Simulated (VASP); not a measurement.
## Ta: single point with PBEsol

Crystal: Ta.

```xyz
1
Lattice="-1.3743 1.3743 2.3670 1.3743 -1.3743 2.3670 1.3743 1.3743 -2.3670" Properties=species:S:1:pos:R:3 pbc="T T T"
Ta    0.0000    0.0000    0.0000
```

- Program: VASP 6.6.1
- Task: single point
- Functional: PBEsol
- Potentials or basis: VASP PAW PBE potentials, release 64 (Ta_pv)
- Cutoff: 500 eV
- k mesh: 8 × 8 × 8
- Occupations: gaussian, width 0.1 eV
- Spin: no spin polarisation

The pressure is 0.2 GPa and the band gap on the k mesh is zero (an odd number of electrons rules out a gap without spin polarisation).

Stress tensor (GPa, compression positive):
```
0.19 0.00 0.00
0.00 0.19 0.00
0.00 0.00 0.35
```

Levels at points of the mesh, in eV from the Fermi level:
```
           k point  band 3  band 4  band 5  band 6  band 7  band 8
(0.00, 0.00, 0.00)  -33.11   -8.16   -1.03    1.37    1.82    1.82
(0.50, 0.00, 0.00)  -33.10   -4.61   -0.88    1.16    1.80    5.74
(0.50, 0.50, 0.00)  -33.52   -4.47   -3.27    4.69    5.08    5.32
(0.50, 0.50, 0.50)  -33.32   -4.72   -3.18    1.18    6.82    6.83
```

Run time: 15 s on 1 thread of AMD EPYC 7R43 64-Core Processor (Zen 3), with other jobs on the host, peak memory 0.11 GiB.

Caveat: the PAW data sets were made with another functional, which shifts forces and pressure a little; spin-orbit coupling is left out, which moves the levels of the heavy elements.
